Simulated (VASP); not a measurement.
# In (Im-3m) in VASP: notebook

In is run at these levels: PBE; tasks: single point.

Everything below comes from runs of VASP 6.6.1. Logs are shortened: lines on timing, memory, paths and dates and some standing lists are left out, and cuts for length are marked.

### 1 The cell of the first run

It takes space group Im-3m (No. 229, cubic). The conventional cell has a = 3.781 Å, b = 3.781 Å, c = 3.781 Å, α = 90.00°, β = 90.00°, γ = 90.00°. In (site symmetry m-3m) has 14 In at 3.27 to 3.78 Å within 4.3 Å.

### 2 Single point, PBE (volume scaled by 0.97)

Input file INCAR:

```
SYSTEM = In
ALGO = Fast ; EDIFF = 1E-6
ENCUT = 520 ; GGA = PE
ISIF = 2 ; ISMEAR = 0
LASPH = .True. ; LCHARG = .False.
LREAL = .False. ; LWAVE = .False.
NBANDS = 12 ; NELM = 100
PREC = Accurate ; SIGMA = 0.1
```

Input file KPOINTS:

```
k-points
0
Gamma
  16 16 16
  0 0 0
```

Input file POSCAR:

```
In
1.0
   -1.8903650696      1.8903650696      1.8903650696
    1.8903650696     -1.8903650696      1.8903650696
    1.8903650696      1.8903650696     -1.8903650696
In
1
Direct
    0.0000000000      0.0000000000      0.0000000000
```

Potentials or basis: VASP PAW PBE potentials, release 64 (In_d).

Launch:

```
$ cat potpaw_PBE.64/In_d/POTCAR > POTCAR
$ mpirun -np 1 vasp_std > vasp.out
```

OUTCAR:

```text
SYSTEM = In
   EDIFF = 1E-6
   ENCUT = 520
   GGA = PE
   ISIF = 2
   ISMEAR = 0
   LASPH = .True.
   LREAL = .False.
   NELM = 100
   PREC = Accurate

 ion  position               nearest neighbor table
   1  0.000  0.000  0.000-

  LATTYP: Found a body centered cubic cell.
 ALAT       =     3.7807301392

  Lattice vectors:

 A1 = (  -1.8903650696,   1.8903650696,   1.8903650696)
 A2 = (   1.8903650696,  -1.8903650696,   1.8903650696)
 A3 = (   1.8903650696,   1.8903650696,  -1.8903650696)

Analysis of symmetry for initial positions (statically):
=====================================================================
 Subroutine PRICEL returns:
 Original cell was already a primitive cell.

 Routine SETGRP: Setting up the symmetry group for a
 body centered cubic supercell.

 Subroutine GETGRP returns: Found 48 space group operations
 (whereof 48 operations were pure point group operations)
 out of a pool of 48 trial point group operations.

The static configuration has the point symmetry O_h .

Analysis of symmetry for dynamics (positions and initial velocities):
=====================================================================
 Subroutine PRICEL returns:
 Original cell was already a primitive cell.

 Routine SETGRP: Setting up the symmetry group for a
 body centered cubic supercell.

 Subroutine GETGRP returns: Found 48 space group operations
 (whereof 48 operations were pure point group operations)
 out of a pool of 48 trial point group operations.

The dynamic configuration has the point symmetry O_h .

 Subroutine INISYM returns: Found 48 space group operations
 (whereof 48 operations are pure point group operations),
 and found     1 'primitive' translations

----------------------------------------------------------------------------------------

                                     Primitive cell

  volume of cell :      27.0207

  direct lattice vectors                    reciprocal lattice vectors
    -1.890365070  1.890365070  1.890365070     0.000000000  0.264499174  0.264499174
     1.890365070 -1.890365070  1.890365070     0.264499174  0.000000000  0.264499174
     1.890365070  1.890365070 -1.890365070     0.264499174  0.264499174  0.000000000

  length of vectors
     3.274208345  3.274208345  3.274208345     0.374058320  0.374058320  0.374058320

  position of ions in fractional coordinates (direct lattice)
     0.000000000  0.000000000  0.000000000

  ion indices of the primitive-cell ions
   primitive index   ion index
                 1           1

----------------------------------------------------------------------------------------

 KPOINTS: k-points

Automatic generation of k-mesh.
 Grid dimensions read from file:
 generate k-points for:   16   16   16

 Generating k-lattice:

  Cartesian coordinates                     Fractional coordinates (reciprocal lattice)
     0.000000000  0.016531198  0.016531198     0.062500000  0.000000000  0.000000000
     0.016531198  0.000000000  0.016531198     0.000000000  0.062500000  0.000000000
     0.016531198  0.016531198  0.000000000     0.000000000  0.000000000  0.062500000

  Length of vectors
     0.023378645  0.023378645  0.023378645

  Shift w.r.t. Gamma in fractional coordinates (k-lattice)
     0.000000000  0.000000000  0.000000000

 Subroutine IBZKPT returns following result:
 ===========================================

 Found    145 irreducible k-points:

 Following reciprocal coordinates:
            Coordinates               Weight
  0.000000  0.000000  0.000000      1.000000
  0.062500  0.000000  0.000000     12.000000
  0.125000  0.000000  0.000000     12.000000
  0.187500  0.000000  0.000000     12.000000
  0.250000  0.000000  0.000000     12.000000
  0.312500  0.000000  0.000000     12.000000
[... 16 lines left out ...]
  0.187500  0.187500  0.000000     24.000000
  0.250000  0.187500  0.000000     48.000000
 [... further k-points ...]
   k-points           NKPTS =    145   k-points in BZ     NKDIM =    145   number of bands    NBANDS=     12
   number of dos      NEDOS =    301   number of ions     NIONS =      1
   total plane-waves  NPLWV =  13824
   dimension x,y,z NGX =    24 NGY =   24 NGZ =   24
   dimension x,y,z NGXF=    48 NGYF=   48 NGZF=   48
   ions per type =               1
   NGX,Y,Z   is equivalent  to a cutoff of  12.19, 12.19, 12.19 a.u.
   NGXF,Y,Z  is equivalent  to a cutoff of  24.37, 24.37, 24.37 a.u.
 SYSTEM =  In
   PREC   = accura    normal or accurate (medium, high low for compatibility)
   ISTART =      0    job   : 0-new  1-cont  2-samecut
   ICHARG =      2    charge: 1-file 2-atom 10-const
   ISPIN  =      1    spin polarized calculation?
   LNONCOLLINEAR =      F non collinear calculations
   LSORBIT =      F    spin-orbit coupling
   LASPH  =      T    aspherical Exc in radial PAW
   ENCUT  =  520.0 eV  38.22 Ry    6.18 a.u.   6.09  6.09  6.09*2*pi/ulx,y,z
   NELM   =    100;   NELMIN=  2; NELMDL= -5     # of ELM steps
   EDIFF  = 0.1E-05   stopping-criterion for ELM
   LREAL  =      F    real-space projection
   EDIFFG = 0.1E-04   stopping-criterion for IOM
   NSW    =      0    number of steps for IOM
   IBRION =     -1    ionic relax: 0-MD 1-quasi-New 2-CG
   NFREE  =      0    steps in history (QN), initial steepest desc. (CG)
   ISIF   =      2    stress and relaxation
   ISYM   =      2    0-nonsym 1-usesym 2-fastsym
   POTIM  = 0.5000    time-step for ionic-motion
   TEBEG  =    0.0;   TEEND  =   0.0 temperature during run
   PSTRESS=    0.0 pullay stress
   NELECT =      13.0000    total number of electrons
   NUPDOWN=      -1.0000    fix difference up-down
   EMIN   =  10.00;   EMAX   =-10.00  energy-range for DOS
   EFERMI =   0.00;   METHOD = LEGACY
   ISMEAR =     0;   SIGMA  =   0.10  broadening in eV -4-tet -1-fermi 0-gaus
   EFERMI_NEDOS =   21; number of points for ismear=-14 and -15
   IALGO  =     68    algorithm
   IMIX   =      4    mixing-type and parameters
     AMIX     =   0.40;   BMIX     =  1.00
     AMIX_MAG =   1.60;   BMIX_MAG =  1.00
  volume/ion in A,a.u.               =      27.02       182.34
  Fermi-wavevector in a.u.,A,eV,Ry     =   1.282794  2.424129 22.389211  1.645561
  Thomas-Fermi vector in A             =   2.415085
   LORBIT       =      0    0 simple, 1 ext, 2 COOP (PROOUT), +10 PAW based schemes
   GGA     = PE    functional components
   LHFCALC =     F    Hartree Fock is set to
   AEXX    =    0.0000 exact exchange contribution
   IVDW    =     0    specifies the selected vdW correction
   LEPSILON=     F    determine dielectric tensor
   LRPA    =     F    only Hartree local field effects (RPA)
 non-spin polarized calculation
 RMM-DIIS sequential band-by-band and
 Gauss-broadening in eV      SIGMA  =   0.10
  energy-cutoff  :      520.00
  volume of cell :       27.02
 maximum number of plane-waves:       737
   NGX = 13   NGY = 13   NGZ = 13

 number of electron      13.0000012 magnetization

 Free energy of the ion-electron system (eV)
  ---------------------------------------------------
  ext. energy  EPLUGINS =         0.00000000
  ---------------------------------------------------
  free energy    TOTEN  =        -2.54578052 eV

  energy without entropy =       -2.54243121  energy(sigma->0) =       -2.54410586

 E-fermi :   7.1793     XC(G=0): -10.1017

 val. band max:        7.1558189461   @ k =  -0.3750   0.4375   0.1875
 cond. band min:       7.1801804104   @ k =  -0.4375   0.5000   0.3125
 fundamental gap:      0.0243614643
 Fermi energy:         7.1793454208

 k-point     1 :       0.0000    0.0000    0.0000
  band No.  band energies     occupation
      1      -7.4821      2.00000
      2      -7.4821      2.00000
      3      -7.4821      2.00000
      4      -7.2263      2.00000
      5      -7.2263      2.00000
      6      -2.1556      2.00000
      7      17.9297      0.00000
      8      17.9297      0.00000
      9      17.9297      0.00000
     10      20.0726      0.00000
     11      20.0726      0.00000
     12      20.0726      0.00000

 k-point     2 :       0.0625    0.0000    0.0000
  band No.  band energies     occupation
      1      -7.4860      2.00000
      2      -7.4783      2.00000
      3      -7.4671      2.00000
      4      -7.2306      2.00000
      5      -7.2266      2.00000
      6      -2.0674      2.00000
      7      17.0212      0.00000
      8      17.4961      0.00000
      9      17.7290      0.00000
     10      19.4052      0.00000
     11      19.7029      0.00000
     12      19.9466      0.00000

 k-point     3 :       0.1250    0.0000    0.0000
  band No.  band energies     occupation
      1      -7.4971      2.00000
      2      -7.4690      2.00000
      3      -7.4239      2.00000
      4      -7.2416      2.00000
      5      -7.2270      2.00000
      6      -1.8015      2.00000
      7      15.0527      0.00000
      8      16.5861      0.00000
      9      17.1653      0.00000
     10      18.7605      0.00000
     11      19.0673      0.00000
     12      19.9768      0.00000
[... 286 lines left out ...]
 k-point    23 :       0.1875    0.1875    0.0000
  band No.  band energies     occupation
      1      -7.5261      2.00000
      2      -7.4526      2.00000
      3      -7.2726      2.00000
      4      -7.2498      2.00000
      5      -7.2048      2.00000
      6       0.2718      2.00000
      7       9.7610      0.00000
      8      11.0464      0.00000
      9      14.3758      0.00000
     10      19.1426      0.00000
     11      19.2196      0.00000
     12      22.1640      0.00000

 k-point    24 :       0.2500    0.1875    0.0000
  band No.  band energies     occupation
      1      -7.5354      2.00000
      2      -7.4444      2.00000
      3      -7.2667      2.00000
      4      -7.2527      2.00000
      5      -7.1699      2.00000
      6       1.1735      2.00000
      7       8.2465      0.00000
      8      10.1332      0.00000
      9      13.9032      0.00000
     10      18.8453      0.00000
     11      19.9139      0.00000
     12      22.4253      0.00000

 [... further k-points ...]
[... 5 lines left out ...]
  --------------------------------------------------------------------------------------
  -------------------------------------------------------------------------------------
  Total        0.1810657      0.1810657      0.1810657     -0.0000000      0.0000000     -0.0000000
  in kB       10.7361778     10.7361778     10.7361778     -0.0000000      0.0000000     -0.0000000
  external PRESSURE =      10.7361778 kB  Pullay stress =       0.0000000 kB

 VOLUME and BASIS-vectors are now :
 -----------------------------------------------------------------------------
  energy-cutoff  :      520.00
  volume of cell :       27.02
      direct lattice vectors                 reciprocal lattice vectors
    -1.890365070  1.890365070  1.890365070     0.000000000  0.264499174  0.264499174
     1.890365070 -1.890365070  1.890365070     0.264499174  0.000000000  0.264499174
     1.890365070  1.890365070 -1.890365070     0.264499174  0.264499174  0.000000000

 POSITION                                       TOTAL-FORCE (eV/Angst)
 -----------------------------------------------------------------------------------
      0.00000      0.00000      0.00000         0.000000     -0.000000      0.000000
 -----------------------------------------------------------------------------------
    total drift:                               -0.000000      0.000000      0.000000

  FREE ENERGIE OF THE ION-ELECTRON SYSTEM (eV)
  ---------------------------------------------------
  free  energy   TOTEN  =        -2.5457805151 eV

  energy  without entropy=       -2.5424312100  energy(sigma->0) =       -2.54410586
```

Run time: 43 s. Hardware: 1 thread of Intel Xeon 8259CL, shared host; peak memory 0.17 GiB.

Results:

```
Free energy : -2.5458 eV
Pressure    : 1.1 GPa
```

Caveat: spin-orbit coupling is left out, which moves the levels of the heavy elements.

### 3 Single point, PBE (volume scaled by 1.03)

Input file INCAR:

```
SYSTEM = In
PREC = Accurate ; ENCUT = 520
EDIFF = 1E-6 ; ISMEAR = 0
SIGMA = 0.1 ; LREAL = .FALSE.
LASPH = .TRUE. ; NELM = 100
ALGO = Normal ; ISIF = 2
LWAVE = .FALSE. ; LCHARG = .FALSE.
GGA = PE ; NBANDS = 12
```

Input file KPOINTS:

```
regular mesh
0
G
  16 16 16
  0 0 0
```

Input file POSCAR:

```
In
1.0
   -1.9285645548      1.9285645548      1.9285645548
    1.9285645548     -1.9285645548      1.9285645548
    1.9285645548      1.9285645548     -1.9285645548
In
1
Direct
    0.0000000000      0.0000000000      0.0000000000
```

Potentials or basis: VASP PAW PBE potentials, release 64 (In_d).

Launch:

```
$ cat potpaw_PBE.64/In_d/POTCAR > POTCAR
$ mpirun -np 1 vasp_std > vasp.out
```

Run time: 64 s. Hardware: 1 thread of Intel Xeon 8259CL, shared host; peak memory 0.19 GiB.

It converged, with:

- Free energy: -2.5466 eV
- Pressure: -1.0 GPa

Levels at points of the mesh, in eV from the Fermi level:
```csv
k point,band 2,band 3,band 4,band 5,band 6,band 7,band 8,band 9,band 10,band 11
"(0.00, 0.00, 0.00)",-14.61,-14.61,-14.39,-14.39,-8.95,10.12,10.12,10.12,12.70,12.70
"(0.50, 0.00, 0.00)",-14.63,-14.40,-14.39,-14.26,-3.93,-2.84,5.49,6.97,9.47,9.61
"(0.50, 0.50, 0.50)",-14.68,-14.29,-14.29,-14.29,0.38,1.25,1.25,1.25,5.11,5.11
```

Caveat: spin-orbit coupling is left out, which moves the levels of the heavy elements.
